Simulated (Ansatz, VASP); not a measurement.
## SiNi3: VASP beside Ansatz

The input INCAR:

```
SYSTEM = SiNi3
  PREC = Accurate
  ENCUT = 520
  EDIFF = 1E-7
  ISMEAR = -1
  SIGMA = 0.05
  LREAL = .False.
  LASPH = .True.
  NELM = 150
  ALGO = Fast
  ISIF = 2
  LWAVE = .False.
  LCHARG = .False.
  ISPIN = 2
  MAGMOM = 1 1 1 0
  LORBIT = 11
  LMAXMIX = 4
  GGA = CA
  NBANDS = 29
```

File KPOINTS:

```
regular mesh
0
Gamma
  8 8 8
  0 0 0
```

POSCAR

```
SiNi3
1.0
    3.5886106083      0.0000000000      0.0000000000
    0.0000000000      3.5886106083      0.0000000000
    0.0000000000      0.0000000000      3.5886106083
Ni Si
3 1
Direct
    0.5000000000      0.5000000000      0.0000000000
    0.5000000000      0.0000000000      0.5000000000
    0.0000000000      0.5000000000      0.5000000000
    0.0000000000      0.0000000000      0.0000000000
```

The input input.yaml:

```yaml
crystal:
  lattice:
    - [3.5886106083, 0.0, 0.0]
    - [0.0, 3.5886106083, 0.0]
    - [0.0, 0.0, 3.5886106083]
  atoms:
    - { symbol: Ni, position: [0.5, 0.5, 0.0], spin: 1.0 }
    - { symbol: Ni, position: [0.5, 0.0, 0.5], spin: 1.0 }
    - { symbol: Ni, position: [0.0, 0.5, 0.5], spin: 1.0 }
    - { symbol: Si, position: [0.0, 0.0, 0.0] }
kpoints:
  mp_grid: { grid: [8, 8, 8] }
scf:
  occupations: { method: fermi_dirac, width: 0.05 }
hamiltonian:
  xc: lda
  pseudopotentials: { kind: all_electron, lapw: { basis_error: 0.002 } }
magnetization:
  spin_polarized: true
output:
  forces: true
  stress: true
  eigenvalues: true
```

Change from the starting cell: volume scaled by 1.04.

Alike in both runs: task single point; functional LDA; k mesh 8 × 8 × 8; occupations fermi-dirac, width 0.05 eV; collinear spin.

|  | VASP | Ansatz |
| --- | --- | --- |
| version | VASP 6.6.1 | Ansatz 0.2.0 |
| potentials or method | VASP PAW LDA potentials, release 64 (Ni, Si), cutoff 520 eV | all-electron LAPW, scalar-relativistic |

|  | VASP | Ansatz | Ansatz less VASP |
| --- | --- | --- | --- |
| gap on the k mesh at the Fermi level (eV) | none | none | - |
| pressure (GPa) | -25.4 | -25.8 | -0.40 |
| net moment per atom (μB) | 0.00 | 0.00 | 0.000 |

LDA's correlation is that of Perdew and Zunger in VASP and of Perdew and Wang (1992) in Ansatz. A gap of «none» marks a metal or a gap that the smearing closes. Ansatz ran all-electron here, and VASP with PAW potentials.
